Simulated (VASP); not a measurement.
Input of a VASP 6.6.1 run:

Contents of INCAR:

```
SYSTEM = HfN
  PREC = Accurate
  ENCUT = 520
  EDIFF = 1E-6
  ISMEAR = 0
  SIGMA = 0.1
  LREAL = .False.
  LASPH = .True.
  NELM = 80
  ALGO = Normal
  ISIF = 2
  LWAVE = .False.
  LCHARG = .False.
  GGA = PS
  NBANDS = 23
```

The input KPOINTS:

```
regular mesh
0
Gamma
  16 16 12
  0 0 0
```

Contents of POSCAR:

```
HfN
1.0
    2.1495788586      2.1495788586      0.0000000000
   -2.1495788586      2.1495788586      0.0000000000
    0.0000000000      0.0000000000      4.6232826968
Hf N
2 2
Direct
    0.0000000000      0.0000000000      0.0000000000
    0.5000000000      0.5000000000      0.5000000000
    0.5000000000      0.5000000000      0.0000000000
    0.0000000000      0.0000000000      0.5000000000
```

Potentials or basis: VASP PAW PBE potentials, release 64 (Hf_pv, N).

The run is started by

```bash
$ cat potpaw_PBE.64/Hf_pv/POTCAR potpaw_PBE.64/N/POTCAR > POTCAR
$ mpirun -np 1 vasp_std > vasp.out
```

(1) Estimate the band gap on the k mesh.

(2) Estimate the pressure.

Results:

(1) zero (band 15 reaches 12.57 eV, above the bottom of band 16 at 5.32 eV).

(2) 23.2 GPa.

Caveat: the cell differs from its parent crystal (biaxial strain in the a-b plane: -4.5 %); the PAW data sets were made with another functional, which shifts forces and pressure a little; spin-orbit coupling is left out, which moves the levels of the heavy elements.
